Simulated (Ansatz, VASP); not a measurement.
One calculation of TaN, two programs

```
CELL_PARAMETERS angstrom
0.00000 2.17900 2.17900
2.17900 0.00000 2.17900
2.17900 2.17900 0.00000
ATOMIC_POSITIONS crystal
Ta 0.50000 0.50000 0.50000
N 0.00000 0.00000 0.00000
```

Alike in both runs: task single point; functional LDA; k mesh 14 × 14 × 14; occupations gaussian, width 0.05 eV; collinear spin.

```csv
,VASP,Ansatz
version,VASP 6.6.1,Ansatz 0.2.0
potentials or method,"VASP PAW LDA potentials, release 64 (Ta_pv, N), cutoff 600 eV","scalar-relativistic, plane waves, PAW"
valence electrons in the cell,16,18
```

```tsv
	VASP	Ansatz	Ansatz less VASP
gap on the k mesh at the Fermi level (eV)	none	none	-
pressure (GPa)	-0.5	-2.5	-1.96
net moment per atom (μB)	0.00	0.00	0.000
```

LDA's correlation is that of Perdew and Zunger in VASP and of Perdew and Wang (1992) in Ansatz. A gap of «none» marks a metal or a gap that the smearing closes. VASP's potentials hold 16 valence electrons a cell and Ansatz's 18, so a difference there can come from the potentials and not from the codes. Ansatz's warnings: seeded moment not kept.

Neither program's run includes spin-orbit coupling.
